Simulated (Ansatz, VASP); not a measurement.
One calculation of Ta4N, two programs

```xyz
5
Lattice="4.2907 0.0000 0.0000 0.0000 4.2907 0.0000 0.0000 0.0000 4.2907" Properties=species:S:1:pos:R:3 pbc="T T T"
Ta    0.0000    0.0000    0.0000
Ta    2.1453    2.1453    0.0000
Ta    2.1453    0.0000    2.1453
Ta    0.0000    2.1453    2.1453
N     2.1453    2.1453    2.1453
```

Change from the starting cell: species swapped into the Mn4N type (Pm-3m, No. 221).

Alike in both runs: task single point; functional PBE; k mesh 4 × 4 × 4; occupations gaussian, width 0.1 eV; collinear spin.

|  | VASP | Ansatz |
| --- | --- | --- |
| version | VASP 6.6.1 | Ansatz 0.2.0 |
| potentials or method | VASP PAW PBE potentials, release 64 (Ta_pv, N), cutoff 520 eV | scalar-relativistic, plane waves, PAW |
| valence electrons in the cell | 49 | 57 |

Ansatz gave:

| Property | Result |
| --- | --- |
| gap on the k mesh at the Fermi level (eV) | none |
| pressure (GPa) | 0.1 |
| net moment per atom (μB) | 0.00 |

**Question.** What did VASP give for the same quantities?

**Answer.** gap on the k mesh at the Fermi level (eV): none; pressure (GPa): 0.3; net moment per atom (μB): 0.00.

A gap of «none» marks a metal or a gap that the smearing closes. With one functional, cell and mesh, what is left measures potentials, basis and numerics. VASP's potentials hold 49 valence electrons a cell and Ansatz's 57, so a difference there can come from the potentials and not from the codes. Ansatz's warnings: seeded moment not kept.

The k mesh is coarse, so the values compare programs but aren't converged. Spin-orbit coupling is off throughout.
